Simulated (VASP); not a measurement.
# Ta2N (P-31m) in VASP: a series of runs

Ta2N is run at these levels: LDA; tasks: single point.

All numbers are computed with VASP 6.6.1; they aren't measurements. Logs are shortened: lines on timing, memory, paths and dates and some standing lists are left out, and cuts for length are marked.

**1. The cell of the first run**

The structure is trigonal, space group P-31m (No. 162). Conventional cell: a = 5.161 Å, b = 5.161 Å, c = 5.013 Å, α = 90.00°, β = 90.00°, γ = 120.00°. Ta (site symmetry m) has 3 N at 2.09 to 2.22 Å within 2.8 Å. N (site symmetry 32) has 6 Ta at 2.09 Å within 2.8 Å. N (site symmetry -3m) has 6 Ta at 2.22 Å within 2.9 Å.

**2. Single point, LDA (c/a of the conventional cell at fixed volume 0.9713)**

The input, INCAR:

```
SYSTEM = Ta2N
ALGO     = Normal         ! electronic algorithm
EDIFF    = 1E-7           ! SCF threshold, eV
ENCUT    = 520            ! plane-wave cutoff, eV
ISIF     = 2              ! what is computed and relaxed
ISMEAR   = 0              ! smearing method
LASPH    = .True.         ! aspherical terms in the spheres
LCHARG   = .False.        ! write CHGCAR
LREAL    = .False.        ! projectors in reciprocal space
LWAVE    = .False.        ! write WAVECAR
NBANDS   = 50             ! bands
NELM     = 100            ! most SCF steps
PREC     = Accurate       ! precision mode
SIGMA    = 0.15           ! smearing width, eV
```

The input, KPOINTS:

```
k-points
0
Gamma
  9 9 8
  0 0 0
```

The input, POSCAR:

```
Ta2N
1.0
    5.1609728685      0.0000000000      0.0000000000
   -2.5804864342      4.4695336123      0.0000000000
    0.0000000000      0.0000000000      5.0128529472
Ta N
6 3
Direct
    0.6430231761      0.6430231761      0.7526041962
    0.0000000000      0.3569768239      0.7526041962
    0.3569768239      0.0000000000      0.7526041962
    0.3569768239      0.3569768239      0.2473958038
    0.0000000000      0.6430231761      0.2473958038
    0.6430231761      0.0000000000      0.2473958038
    0.6666666667      0.3333333333      0.5000000000
    0.3333333333      0.6666666667      0.5000000000
    0.0000000000      0.0000000000      0.0000000000
```

Potentials or basis: VASP PAW LDA potentials, release 64 (Ta_pv, N).

On the command line:

```console
$ cat potpaw_LDA.64/Ta_pv/POTCAR potpaw_LDA.64/N/POTCAR > POTCAR
$ mpirun -np 1 vasp_std > vasp.out
```

OUTCAR:

```text
SYSTEM = Ta2N
   EDIFF = 1E-7
   ENCUT = 520
   ISIF = 2
   ISMEAR = 0
   LASPH = .True.
   LREAL = .False.
   NELM = 100
   PREC = Accurate

 ion  position               nearest neighbor table
   1  0.643  0.643  0.753-   7 2.09   8 2.09   9 2.22   3 2.88   3 2.88   2 2.88   2 2.88   4 2.89
                             4 2.93   6 3.09   5 3.09   6 3.13   5 3.13   2 3.19   3 3.19
   2  0.000  0.357  0.753-   7 2.09   8 2.09   9 2.22   3 2.88   1 2.88   3 2.88   1 2.88   5 2.89
                             5 2.93   6 3.09   4 3.09   6 3.13   4 3.13   1 3.19   3 3.19
   3  0.357  0.000  0.753-   8 2.09   7 2.09   9 2.22   1 2.88   2 2.88   1 2.88   2 2.88   6 2.89
                             6 2.93   4 3.09   5 3.09   4 3.13   5 3.13   2 3.19   1 3.19
   4  0.357  0.357  0.247-   8 2.09   7 2.09   9 2.22   6 2.88   6 2.88   5 2.88   5 2.88   1 2.89
                             1 2.93   3 3.09   2 3.09   3 3.13   2 3.13   5 3.19   6 3.19
   5  0.000  0.643  0.247-   8 2.09   7 2.09   9 2.22   6 2.88   4 2.88   6 2.88   4 2.88   2 2.89
                             2 2.93   3 3.09   1 3.09   3 3.13   1 3.13   4 3.19   6 3.19
   6  0.643  0.000  0.247-   7 2.09   8 2.09   9 2.22   4 2.88   5 2.88   4 2.88   5 2.88   3 2.89
                             3 2.93   1 3.09   2 3.09   1 3.13   2 3.13   5 3.19   4 3.19
   7  0.667  0.333  0.500-   6 2.09   2 2.09   3 2.09   5 2.09   1 2.09   4 2.09
   8  0.333  0.667  0.500-   3 2.09   5 2.09   6 2.09   2 2.09   4 2.09   1 2.09
   9  0.000  0.000  0.000-   2 2.22   5 2.22   4 2.22   1 2.22   3 2.22   6 2.22

  LATTYP: Found a hexagonal cell.
 ALAT       =     5.1609728685
 C/A-ratio  =     0.9713000000

  Lattice vectors:

 A1 = (   5.1609728685,   0.0000000000,   0.0000000000)
 A2 = (  -2.5804864342,   4.4695336123,   0.0000000000)
 A3 = (   0.0000000000,   0.0000000000,   5.0128529472)

Analysis of symmetry for initial positions (statically):
=====================================================================
 Subroutine PRICEL returns:
 Original cell was already a primitive cell.

 Routine SETGRP: Setting up the symmetry group for a
 hexagonal supercell.

 Subroutine GETGRP returns: Found 12 space group operations
 (whereof 12 operations were pure point group operations)
 out of a pool of 24 trial point group operations.

The static configuration has the point symmetry D_3d.

Analysis of symmetry for dynamics (positions and initial velocities):
=====================================================================
 Subroutine PRICEL returns:
 Original cell was already a primitive cell.

 Routine SETGRP: Setting up the symmetry group for a
 hexagonal supercell.

 Subroutine GETGRP returns: Found 12 space group operations
 (whereof 12 operations were pure point group operations)
 out of a pool of 24 trial point group operations.

The dynamic configuration has the point symmetry D_3d.

 Subroutine INISYM returns: Found 12 space group operations
 (whereof 12 operations are pure point group operations),
 and found     1 'primitive' translations

----------------------------------------------------------------------------------------

                                     Primitive cell

  volume of cell :     115.6322

  direct lattice vectors                    reciprocal lattice vectors
     5.160972869  0.000000000  0.000000000     0.193761918  0.111868495  0.000000000
    -2.580486434  4.469533612  0.000000000     0.000000000  0.223736991  0.000000000
     0.000000000  0.000000000  5.012852947     0.000000000  0.000000000  0.199487200

  length of vectors
     5.160972869  5.160972868  5.012852947     0.223736991  0.223736991  0.199487200

  position of ions in fractional coordinates (direct lattice)
     0.643023176  0.643023176  0.752604196
     0.000000000  0.356976824  0.752604196
     0.356976824  0.000000000  0.752604196
     0.356976824  0.356976824  0.247395804
     0.000000000  0.643023176  0.247395804
     0.643023176  0.000000000  0.247395804
     0.666666667  0.333333333  0.500000000
     0.333333333  0.666666667  0.500000000
     0.000000000  0.000000000  0.000000000

  ion indices of the primitive-cell ions
   primitive index   ion index
                 1           1
                 2           2
                 3           3
                 4           4
                 5           5
                 6           6
                 7           7
                 8           8
                 9           9

----------------------------------------------------------------------------------------

 KPOINTS: k-points

Automatic generation of k-mesh.
 Grid dimensions read from file:
 generate k-points for:    9    9    8

 Generating k-lattice:

  Cartesian coordinates                     Fractional coordinates (reciprocal lattice)
     0.021529102  0.012429833  0.000000000     0.111111111 -0.000000000  0.000000000
     0.000000000  0.024859666  0.000000000     0.000000000  0.111111111  0.000000000
     0.000000000  0.000000000  0.024935900     0.000000000  0.000000000  0.125000000

  Length of vectors
     0.024859666  0.024859666  0.024935900

  Shift w.r.t. Gamma in fractional coordinates (k-lattice)
     0.000000000  0.000000000  0.000000000

 Subroutine IBZKPT returns following result:
 ===========================================

 Found     81 irreducible k-points:

 Following reciprocal coordinates:
            Coordinates               Weight
  0.000000  0.000000  0.000000      1.000000
  0.111111  0.000000  0.000000      6.000000
  0.222222  0.000000  0.000000      6.000000
  0.333333  0.000000  0.000000      6.000000
  0.444444  0.000000  0.000000      6.000000
  0.111111  0.111111  0.000000      6.000000
[... 16 lines left out ...]
 -0.111111  0.444444  0.125000     12.000000
  0.444444  0.111111  0.125000      6.000000
 [... further k-points ...]
   k-points           NKPTS =     81   k-points in BZ     NKDIM =     81   number of bands    NBANDS=     50
   number of dos      NEDOS =    301   number of ions     NIONS =      9
   total plane-waves  NPLWV =  64000
   dimension x,y,z NGX =    40 NGY =   40 NGZ =   40
   dimension x,y,z NGXF=    80 NGYF=   80 NGZF=   80
   ions per type =               6   3
   NGX,Y,Z   is equivalent  to a cutoff of  12.88, 12.88, 13.27 a.u.
   NGXF,Y,Z  is equivalent  to a cutoff of  25.77, 25.77, 26.53 a.u.
 SYSTEM =  Ta2N
   PREC   = accura    normal or accurate (medium, high low for compatibility)
   ISTART =      0    job   : 0-new  1-cont  2-samecut
   ICHARG =      2    charge: 1-file 2-atom 10-const
   ISPIN  =      1    spin polarized calculation?
   LNONCOLLINEAR =      F non collinear calculations
   LSORBIT =      F    spin-orbit coupling
   LASPH  =      T    aspherical Exc in radial PAW
   ENCUT  =  520.0 eV  38.22 Ry    6.18 a.u.   9.60  9.60  9.32*2*pi/ulx,y,z
   NELM   =    100;   NELMIN=  2; NELMDL= -5     # of ELM steps
   EDIFF  = 0.1E-06   stopping-criterion for ELM
   LREAL  =      F    real-space projection
   EDIFFG = 0.1E-05   stopping-criterion for IOM
   NSW    =      0    number of steps for IOM
   IBRION =     -1    ionic relax: 0-MD 1-quasi-New 2-CG
   NFREE  =      0    steps in history (QN), initial steepest desc. (CG)
   ISIF   =      2    stress and relaxation
   ISYM   =      2    0-nonsym 1-usesym 2-fastsym
   POTIM  = 0.5000    time-step for ionic-motion
   TEBEG  =    0.0;   TEEND  =   0.0 temperature during run
   PSTRESS=    0.0 pullay stress
   NELECT =      81.0000    total number of electrons
   NUPDOWN=      -1.0000    fix difference up-down
   EMIN   =  10.00;   EMAX   =-10.00  energy-range for DOS
   EFERMI =   0.00;   METHOD = LEGACY
   ISMEAR =     0;   SIGMA  =   0.15  broadening in eV -4-tet -1-fermi 0-gaus
   EFERMI_NEDOS =   21; number of points for ismear=-14 and -15
   IALGO  =     38    algorithm
   IMIX   =      4    mixing-type and parameters
     AMIX     =   0.40;   BMIX     =  1.00
     AMIX_MAG =   1.60;   BMIX_MAG =  1.00
  volume/ion in A,a.u.               =      12.85        86.70
  Fermi-wavevector in a.u.,A,eV,Ry     =   1.453930  2.747530 28.761537  2.113913
  Thomas-Fermi vector in A             =   2.571140
   LORBIT       =      0    0 simple, 1 ext, 2 COOP (PROOUT), +10 PAW based schemes
   GGA     = CA    functional components
   LHFCALC =     F    Hartree Fock is set to
   AEXX    =    0.0000 exact exchange contribution
   IVDW    =     0    specifies the selected vdW correction
   LEPSILON=     F    determine dielectric tensor
   LRPA    =     F    only Hartree local field effects (RPA)
 non-spin polarized calculation
 Gauss-broadening in eV      SIGMA  =   0.15
  energy-cutoff  :      520.00
  volume of cell :      115.63
 maximum number of plane-waves:      3145
 NGX is ok and might be reduce to    40
   NGX = 19   NGY = 19   NGZ = 19

 number of electron      80.9999999 magnetization

 Free energy of the ion-electron system (eV)
  ---------------------------------------------------
  ext. energy  EPLUGINS =         0.00000000
  ---------------------------------------------------
  free energy    TOTEN  =      -112.85332148 eV

  energy without entropy =     -112.82725102  energy(sigma->0) =     -112.84028625

 E-fermi :   7.7132     XC(G=0): -13.3273

 val. band max:        7.6829407685   @ k =   0.1111   0.0000   0.1250
 cond. band min:       7.7273564506   @ k =   0.3333   0.0000   0.2500
 fundamental gap:      0.0444156821
 Fermi energy:         7.7131695696

 k-point     1 :       0.0000    0.0000    0.0000
  band No.  band energies     occupation
      1     -27.8001      2.00000
      2     -27.7204      2.00000
      3     -27.3420      2.00000
      4     -27.2793      2.00000
      5     -27.2793      2.00000
      6     -27.2182      2.00000
[... 42 lines left out ...]
     49      10.5444      0.00000
     50      11.3172      0.00000

 k-point     2 :       0.1111    0.0000    0.0000
  band No.  band energies     occupation
      1     -27.7882      2.00000
      2     -27.7192      2.00000
      3     -27.3876      2.00000
      4     -27.2938      2.00000
      5     -27.2772      2.00000
      6     -27.2282      2.00000
[... 1158 lines left out ...]
 k-point    24 :       0.4444    0.1111    0.1250
  band No.  band energies     occupation
      1     -27.7020      2.00000
      2     -27.5719      2.00000
      3     -27.4794      2.00000
      4     -27.3744      2.00000
      5     -27.2781      2.00000
      6     -27.2691      2.00000
[... 42 lines left out ...]
     49      11.1253      0.00000
     50      11.2164      0.00000

 [... further k-points ...]
[... 5 lines left out ...]
  --------------------------------------------------------------------------------------
  -------------------------------------------------------------------------------------
  Total        6.5865687      6.5865687     -0.8865714      0.0000000      0.0000000      0.0000000
  in kB       91.2622262     91.2622262    -12.2841631      0.0000000      0.0000000      0.0000000
  external PRESSURE =      56.7467631 kB  Pullay stress =       0.0000000 kB

 VOLUME and BASIS-vectors are now :
 -----------------------------------------------------------------------------
  energy-cutoff  :      520.00
  volume of cell :      115.63
      direct lattice vectors                 reciprocal lattice vectors
     5.160972869  0.000000000  0.000000000     0.193761918  0.111868495  0.000000000
    -2.580486434  4.469533612  0.000000000     0.000000000  0.223736991  0.000000000
     0.000000000  0.000000000  5.012852947     0.000000000  0.000000000  0.199487200

 POSITION                                       TOTAL-FORCE (eV/Angst)
 -----------------------------------------------------------------------------------
      1.65931      2.87401      3.77269         1.599071      2.769672      1.192247
     -0.92117      1.59552      3.77269         1.599071     -2.769672      1.192247
      1.84235      0.00000      3.77269        -3.198142     -0.000000      1.192247
      0.92117      1.59552      1.24016        -1.599071     -2.769672     -1.192247
     -1.65931      2.87401      1.24016        -1.599071      2.769672     -1.192247
      3.31863      0.00000      1.24016         3.198142     -0.000000     -1.192247
      2.58049      1.48984      2.50643        -0.000000     -0.000000      0.000000
     -0.00000      2.97969      2.50643         0.000000     -0.000000      0.000000
      0.00000      0.00000      0.00000        -0.000000     -0.000000      0.000000
 -----------------------------------------------------------------------------------
    total drift:                               -0.000000      0.000000      0.000000

  FREE ENERGIE OF THE ION-ELECTRON SYSTEM (eV)
  ---------------------------------------------------
  free  energy   TOTEN  =      -112.8533214833 eV

  energy  without entropy=     -112.8272510208  energy(sigma->0) =     -112.84028625
```

Wall time 17 min (1 thread of Oxide Virtual Turin-like, shared host); peak memory 0.4 GiB.

Results:

* Free energy: -112.8533 eV
* Pressure: 5.7 GPa
* Largest force: 3.413 eV/Å

Forces in eV/Å, atoms in the order of the input:
```
Ta   1.599  2.770  1.192
Ta   1.599 -2.770  1.192
Ta  -3.198  0.000  1.192
Ta  -1.599 -2.770 -1.192
Ta  -1.599  2.770 -1.192
Ta   3.198  0.000 -1.192
N    0.000  0.000  0.000
N    0.000  0.000  0.000
N    0.000  0.000  0.000
```

Levels at points of the mesh, in eV from the Fermi level:
| k point | band 39 | band 40 | band 41 | band 42 | band 43 | band 44 |
| --- | --- | --- | --- | --- | --- | --- |
| (0.00, 0.00, 0.00) | -0.61 | -0.61 | -0.42 | -0.38 | -0.38 | 1.03 |
| (0.00, 0.00, 0.50) | -1.07 | -1.07 | -0.88 | 0.55 | 0.62 | 0.62 |

Caveat: spin-orbit coupling is left out, which moves the levels of the heavy elements; forces of over 1 eV/Å act on the atoms, so gaps and moduli don't describe the material at rest.

(Continued in part 2 of 2.)
